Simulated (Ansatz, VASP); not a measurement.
**CdS in VASP and in Ansatz**

Contents of INCAR:

```
PREC = Accurate
ENCUT = 520
EDIFF = 1E-8
ISMEAR = -1
SIGMA = 0.01
LREAL = False
LASPH = True
NELM = 80
ALGO = Normal
ISIF = 2
LWAVE = False
LCHARG = False
GGA = PS
LEFG = True
NBANDS = 26
```

Contents of KPOINTS:

```
Automatic mesh
0
Gamma
  7 7 4
```

Contents of POSCAR:

```
CdS
1.0
    4.1347992034      0.0413479920      0.0413479920
   -2.0315911902      3.5601671537      0.0151344155
    0.0674900000      0.0674900000      6.7490000000
Cd S
2 2
Direct
    0.3333333333      0.6666666667      0.0000000000
    0.6666666667      0.3333333333      0.5000000000
    0.3333333333      0.6666666667      0.3850000000
    0.6666666667      0.3333333333      0.8850000000
```

Input for Ansatz:

```yaml
crystal:
  lattice:
    - [4.1347992034, 0.041347992, 0.041347992]
    - [-2.0315911902, 3.5601671537, 0.0151344155]
    - [0.06749, 0.06749, 6.749]
  atoms:
    - { symbol: Cd, position: [0.3333333333, 0.6666666667, 0.0] }
    - { symbol: Cd, position: [0.6666666667, 0.3333333333, 0.5] }
    - { symbol: S, position: [0.3333333333, 0.6666666667, 0.385] }
    - { symbol: S, position: [0.6666666667, 0.3333333333, 0.885] }
kpoints:
  mp_grid: { grid: [7, 7, 4] }
scf:
  occupations: { method: fermi_dirac, width: 0.01 }
hamiltonian:
  xc: pbesol
  pseudopotentials: { kind: all_electron, datasets: crystal }
output:
  forces: true
  stress: true
  eigenvalues: true
  efg: { contact_densities: true }
```

Change from the starting cell: equal xy, yz and zx shear strains of +2 %, crystal datasets.

Alike in both runs: task electric field gradients; functional PBEsol; k mesh 7 × 7 × 4; occupations fermi-dirac, width 0.01 eV; no spin polarisation.

|  | VASP | Ansatz |
| --- | --- | --- |
| version | VASP 6.6.1 | Ansatz 0.2.0 |
| potentials or method | VASP PAW PBE potentials, release 64 (Cd, S), cutoff 520 eV | all-electron PAW with datasets made for the crystal, scalar-relativistic |

Ansatz gave:

```
gap on the k mesh at the Fermi level (eV)                     : 1.05
pressure (GPa)                                                : -0.5
traceless stress, the component that is largest in VASP (GPa) : -1.38
rms of the force components (eV/Å)                            : 0.172
size of Vzz on the site where it differs most (V/Å²)          : 33.0
```

Question: Which values does VASP return?

Answer: gap on the k mesh at the Fermi level (eV): 1.06; pressure (GPa): -0.1; traceless stress, the component that is largest in VASP (GPa): -1.44; rms of the force components (eV/Å): 0.178; size of Vzz on the site where it differs most (V/Å²): 36.7.

VASP's potentials were made for PBE, not for PBEsol. Atom by atom the forces differ by 0.006 eV/Å (rms over components). Ansatz ran all-electron here, and VASP with PAW potentials.
